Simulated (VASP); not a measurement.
# HfH3 (P6_3/mmc) in VASP: further runs, part 3 of 3

VASP 6.6.1. Earlier steps stand in the parts before.

## 4. Single point, r2SCAN

This run uses another cell than the first one, of 7.76 Å³/atom.

POSCAR reads:

```
HfH3
1.0
    4.7250047634      0.0000000000      0.0000000000
   -2.3625023817      4.0919741581      0.0000000000
    0.0000000000      0.0000000000      3.2126013004
Hf H
2 6
Direct
    0.6666666667      0.3333333333      0.2500000000
    0.3333333333      0.6666666667      0.7500000000
    0.3628161374      0.1814080687      0.7500000000
    0.8185919313      0.1814080687      0.7500000000
    0.8185919313      0.6371838626      0.7500000000
    0.6371838626      0.8185919313      0.2500000000
    0.1814080687      0.8185919313      0.2500000000
    0.1814080687      0.3628161374      0.2500000000
```

INCAR.step1 reads:

```
SYSTEM = HfH3
PREC     = Accurate       ! precision mode
ENCUT    = 520            ! plane-wave cutoff, eV
ISMEAR   = 0              ! smearing method
SIGMA    = 0.1            ! smearing width, eV
LREAL    = .False.        ! projectors in reciprocal space
LASPH    = .True.         ! aspherical terms in the spheres
NELM     = 100            ! most SCF steps
NBANDS   = 23             ! bands
GGA      = PE             ! functional
ALGO     = Normal         ! electronic algorithm
EDIFF    = 1E-4           ! SCF threshold, eV
LWAVE    = .True.         ! write WAVECAR
LCHARG   = .False.        ! write CHGCAR
```

INCAR.step2 reads:

```
SYSTEM = HfH3
PREC     = Accurate       ! precision mode
ENCUT    = 520            ! plane-wave cutoff, eV
EDIFF    = 1E-6           ! SCF threshold, eV
ISMEAR   = 0              ! smearing method
SIGMA    = 0.1            ! smearing width, eV
LREAL    = .False.        ! projectors in reciprocal space
LASPH    = .True.         ! aspherical terms in the spheres
NELM     = 100            ! most SCF steps
ALGO     = Normal         ! electronic algorithm
ISIF     = 2              ! what is computed and relaxed
LWAVE    = .False.        ! write WAVECAR
LCHARG   = .False.        ! write CHGCAR
METAGGA  = R2SCAN         ! meta-GGA
LMIXTAU  = .True.       
NBANDS   = 23             ! bands
ISTART   = 1
```

KPOINTS reads:

```
regular mesh
0
Gamma
  9 9 12
  0 0 0
```

On the command line:

```console
$ cat potpaw_PBE.64/Hf_pv/POTCAR potpaw_PBE.64/H/POTCAR > POTCAR
$ cp INCAR.step1 INCAR
$ mpirun -np 1 vasp_std > vasp.out
$ cp INCAR.step2 INCAR
$ mpirun -np 1 vasp_std > vasp.out
```

Wall time 3.7 min (1 thread of Intel Xeon Platinum 8259CL at 2.50GHz (Skylake/Cascade Lake), shared host); peak memory 0.24 GiB.

Results (log left out):

| Quantity | Value |
| --- | --- |
| Free energy | -113.0614 eV |
| Pressure | -1.0 GPa |
| Largest force | 0.012 eV/Å |
| Band gap on the k mesh | zero (bands 13 and 14 overlap by 4.08 eV) |

Forces on the atoms (eV/Å):
```
Hf   0.000  0.000  0.000
Hf   0.000  0.000  0.000
H    0.011  0.006  0.000
H   -0.011  0.006  0.000
H    0.000 -0.012  0.000
H   -0.011 -0.006  0.000
H    0.011 -0.006  0.000
H    0.000  0.012  0.000
```

Stress tensor (GPa, compression positive):
```
-0.90  0.00  0.00
 0.00 -0.90  0.00
 0.00  0.00 -1.15
```

Levels at points of the mesh, in eV from the Fermi level:
| k point | band 9 | band 10 | band 11 | band 12 | band 13 | band 14 | band 15 | band 16 | band 17 | band 18 |
| --- | --- | --- | --- | --- | --- | --- | --- | --- | --- | --- |
| (0.00, 0.00, 0.00) | -6.22 | -6.22 | -3.24 | -3.24 | -0.36 | 1.15 | 1.15 | 2.81 | 2.81 | 3.73 |
| (0.00, 0.00, 0.50) | -6.27 | -6.27 | -6.27 | -6.27 | 3.32 | 3.32 | 3.32 | 3.32 | 5.23 | 5.23 |

Caveat: the PAW data sets were made with another functional, which shifts forces and pressure a little; spin-orbit coupling is left out, which moves the levels of the heavy elements.

## 5. Single point, r2SCAN

This run uses another cell than the first one, of 7.76 Å³/atom.

POSCAR is that of step 4.

INCAR.step1 reads:

```
ALGO     = Normal         # electronic algorithm
EDIFF    = 1E-4           # SCF threshold, eV
ENCUT    = 520            # plane-wave cutoff, eV
GGA      = PE             # functional
ISMEAR   = 0              # smearing method
LASPH    = True           # aspherical terms in the spheres
LCHARG   = False          # write CHGCAR
LREAL    = False          # projectors in reciprocal space
LWAVE    = True           # write WAVECAR
NBANDS   = 23             # bands
NELM     = 80             # most SCF steps
PREC     = Accurate       # precision mode
SIGMA    = 0.1            # smearing width, eV
```

INCAR.step2 reads:

```
ALGO     = Normal         # electronic algorithm
EDIFF    = 1E-6           # SCF threshold, eV
ENCUT    = 520            # plane-wave cutoff, eV
ISIF     = 2              # what is computed and relaxed
ISMEAR   = 0              # smearing method
ISTART   = 1            
LASPH    = True           # aspherical terms in the spheres
LCHARG   = False          # write CHGCAR
LMIXTAU  = True         
LREAL    = False          # projectors in reciprocal space
LWAVE    = False          # write WAVECAR
METAGGA  = R2SCAN         # meta-GGA
NBANDS   = 23             # bands
NELM     = 80             # most SCF steps
PREC     = Accurate       # precision mode
SIGMA    = 0.1            # smearing width, eV
```

KPOINTS reads:

```
k-points
0
Gamma
  9 9 12
```

On the command line:

```console
$ cat potpaw_PBE.64/Hf_pv/POTCAR potpaw_PBE.64/H/POTCAR > POTCAR
$ cp INCAR.step1 INCAR
$ mpirun -np 1 vasp_std > vasp.out
$ cp INCAR.step2 INCAR
$ mpirun -np 1 vasp_std > vasp.out
```

Run time: 4 min. Hardware: 1 thread of Intel Xeon Platinum 8259CL at 2.50GHz (Skylake/Cascade Lake), shared host; peak memory 0.24 GiB.

Results (log left out):

* Free energy: -113.0614 eV
* Pressure: -1.0 GPa
* Largest force: 0.012 eV/Å
* Band gap on the k mesh: zero (bands 13 and 14 overlap by 4.08 eV)

Forces on the atoms (eV/Å):
```
Hf   0.000  0.000  0.000
Hf   0.000  0.000  0.000
H    0.011  0.006  0.000
H   -0.011  0.006  0.000
H    0.000 -0.012  0.000
H   -0.011 -0.006  0.000
H    0.011 -0.006  0.000
H    0.000  0.012  0.000
```

Stress tensor (GPa, compression positive):
```
-0.90  0.00  0.00
 0.00 -0.90  0.00
 0.00  0.00 -1.15
```

Levels at points of the mesh, in eV from the Fermi level:
```tsv
k point	band 11	band 12	band 13	band 14	band 15	band 16
(0.00, 0.00, 0.00)	-3.24	-3.24	-0.36	1.15	1.15	2.81
(0.00, 0.00, 0.50)	-6.27	-6.27	3.32	3.32	3.32	3.32
```

Caveat: the PAW data sets were made with another functional, which shifts forces and pressure a little; spin-orbit coupling is left out, which moves the levels of the heavy elements.

## 6. Single point, r2SCAN (8.00 Å³/atom)

This run uses another cell than the first one, of 8.00 Å³/atom.

POSCAR reads:

```
HfH3
1.0
    4.7909800444      0.0000000000      0.0000000000
   -2.3954900222      4.1491104275      0.0000000000
    0.0000000000      0.0000000000      3.2184727248
Hf H
2 6
Direct
    0.6666666667      0.3333333333      0.2500000000
    0.3333333333      0.6666666667      0.7500000000
    0.3659961024      0.1829980512      0.7500000000
    0.8170019488      0.1829980512      0.7500000000
    0.8170019488      0.6340038976      0.7500000000
    0.6340038976      0.8170019488      0.2500000000
    0.1829980512      0.8170019488      0.2500000000
    0.1829980512      0.3659961024      0.2500000000
```

INCAR.step1 reads:

```
ALGO = Normal
EDIFF = 1E-4
ENCUT = 520
GGA = PE
ISMEAR = 0
LASPH = True
LCHARG = False
LREAL = False
LWAVE = True
NBANDS = 23
NELM = 60
PREC = Accurate
SIGMA = 0.1
```

INCAR.step2 reads:

```
ALGO = Normal
EDIFF = 1E-7
ENCUT = 520
ISIF = 2
ISMEAR = 0
ISTART = 1
LASPH = True
LCHARG = True
LELF = True
LMIXTAU = True
LREAL = False
LVHAR = True
LWAVE = False
METAGGA = R2SCAN
NBANDS = 23
NELM = 60
PREC = Accurate
SIGMA = 0.1
```

KPOINTS is that of step 5.

Potentials or basis: VASP PAW PBE potentials, release 64 (Hf_pv, H).

On the command line:

```console
$ cat potpaw_PBE.64/Hf_pv/POTCAR potpaw_PBE.64/H/POTCAR > POTCAR
$ cp INCAR.step1 INCAR
$ mpirun -np 1 vasp_std > vasp.out
$ cp INCAR.step2 INCAR
$ mpirun -np 1 vasp_std > vasp.out
```

Wall time 3.9 min (1 thread of Intel Xeon Platinum 8259CL at 2.50GHz (Skylake/Cascade Lake), shared host); peak memory 0.25 GiB.

Results (log left out):

| Item | Value |
| --- | --- |
| Free energy | -113.0371 eV |
| Pressure | -3.8 GPa |
| Largest force | 0.013 eV/Å |
| Band gap on the k mesh | zero (bands 13 and 14 overlap by 3.99 eV) |

Forces on the atoms (eV/Å):
```
Hf   0.000  0.000  0.000
Hf   0.000  0.000  0.000
H    0.011  0.007  0.000
H   -0.011  0.007  0.000
H    0.000 -0.013  0.000
H   -0.011 -0.007  0.000
H    0.011 -0.007  0.000
H    0.000  0.013  0.000
```

Stress tensor (GPa, compression positive):
```
-3.66  0.00  0.00
 0.00 -3.66  0.00
 0.00  0.00 -3.99
```

Levels at points of the mesh, in eV from the Fermi level:
```
           k point  band 10  band 11  band 12  band 13  band 14  band 15  band 16  band 17
(0.00, 0.00, 0.00)    -6.09    -3.24    -3.24    -0.38     1.21     1.21     2.58     2.58
(0.00, 0.00, 0.50)    -6.16    -6.16    -6.16     3.22     3.22     3.22     3.22     5.03
```

Caveat: the cell stands under tension; the PAW data sets were made with another functional, which shifts forces and pressure a little; spin-orbit coupling is left out, which moves the levels of the heavy elements.

## 7. Single point, r2SCAN (8.23 Å³/atom)

This run uses another cell than the first one, of 8.23 Å³/atom.

POSCAR reads:

```
HfH3
1.0
    4.8605447537      0.0000000000      0.0000000000
   -2.4302723768      4.2093552329      0.0000000000
    0.0000000000      0.0000000000      3.2180834724
Hf H
2 6
Direct
    0.6666666667      0.3333333333      0.2500000000
    0.3333333333      0.6666666667      0.7500000000
    0.3693025401      0.1846512701      0.7500000000
    0.8153487299      0.1846512701      0.7500000000
    0.8153487299      0.6306974599      0.7500000000
    0.6306974599      0.8153487299      0.2500000000
    0.1846512701      0.8153487299      0.2500000000
    0.1846512701      0.3693025401      0.2500000000
```

INCAR.step1 reads:

```
PREC = Accurate ; ENCUT = 520
ISMEAR = 0 ; SIGMA = 0.1
LREAL = False ; LASPH = True
NELM = 100 ; NBANDS = 23
GGA = PE ; ALGO = Normal
EDIFF = 1E-4 ; LWAVE = True
LCHARG = False
```

INCAR.step2 reads:

```
PREC = Accurate ; ENCUT = 520
EDIFF = 1E-7 ; ISMEAR = 0
SIGMA = 0.1 ; LREAL = False
LASPH = True ; NELM = 100
ALGO = Normal ; ISIF = 2
LWAVE = False ; LCHARG = False
METAGGA = R2SCAN ; LMIXTAU = True
NBANDS = 23 ; ISTART = 1
```

KPOINTS reads:

```
Automatic mesh
0
Gamma
  9 9 12
```

On the command line:

```console
$ cat potpaw_PBE.64/Hf_pv/POTCAR potpaw_PBE.64/H/POTCAR > POTCAR
$ cp INCAR.step1 INCAR
$ mpirun -np 1 vasp_std > vasp.out
$ cp INCAR.step2 INCAR
$ mpirun -np 1 vasp_std > vasp.out
```

Run time: 4.5 min. Hardware: 1 thread of Intel Xeon Platinum 8259CL at 2.50GHz (Skylake/Cascade Lake), shared host; peak memory 0.25 GiB.

It converged, with:

- Free energy: -112.9844 eV
- Pressure: -6.0 GPa
- Largest force: 0.013 eV/Å
- Band gap on the k mesh: zero (bands 13 and 14 overlap by 3.90 eV)

Forces in eV/Å, atoms in the order of the input:
```
Hf   0.000  0.000  0.000
Hf   0.000  0.000  0.000
H    0.011  0.006  0.000
H   -0.011  0.006  0.000
H    0.000 -0.013  0.000
H   -0.011 -0.006  0.000
H    0.011 -0.006  0.000
H    0.000  0.013  0.000
```

Stress tensor (GPa, compression positive):
```
-5.87  0.00  0.00
 0.00 -5.87  0.00
 0.00  0.00 -6.17
```

Levels at points of the mesh, in eV from the Fermi level:
```csv
k point,band 10,band 11,band 12,band 13,band 14,band 15,band 16,band 17
"(0.00, 0.00, 0.00)",-5.97,-3.23,-3.23,-0.40,1.30,1.30,2.35,2.35
"(0.00, 0.00, 0.50)",-6.05,-6.05,-6.05,3.14,3.14,3.14,3.14,4.85
```

Caveat: the cell stands under tension; the PAW data sets were made with another functional, which shifts forces and pressure a little; spin-orbit coupling is left out, which moves the levels of the heavy elements.

## 8. The runs side by side

```tsv
cell	gap on the mesh (eV)	pressure (GPa)	largest force (eV/Å)
a = 4.597, b = 4.597, c = 3.190 Å, angles 90.0, 90.0, 120.0°, 8 atoms, atomic positions A	none	6.5	0.01
a = 4.661, b = 4.661, c = 3.202 Å, angles 90.0, 90.0, 120.0°, 8 atoms, atomic positions B	none	2.4	0.01
a = 4.725, b = 4.725, c = 3.213 Å, angles 90.0, 90.0, 120.0°, 8 atoms, atomic positions C	none	-1.0	0.01
a = 4.791, b = 4.791, c = 3.218 Å, angles 90.0, 90.0, 120.0°, 8 atoms, atomic positions D	none	-3.8	0.01
a = 4.861, b = 4.861, c = 3.218 Å, angles 90.0, 90.0, 120.0°, 8 atoms, atomic positions E	none	-6.0	0.01
```

Alike in all rows: task single point; level r2SCAN; potentials or basis VASP PAW PBE potentials, release 64 (Hf_pv, H); no spin polarisation; k mesh 9 × 9 × 12; cutoff (eV) 520; smearing gaussian 0.1 eV.

Caveats: the PAW data sets were made with another functional, which shifts forces and pressure a little; spin-orbit coupling is left out, which moves the levels of the heavy elements; the cell stands under tension (at least some runs); the cell stands under pressure (at least some runs).

Absolute energies hang on the potentials; compare differences alone.
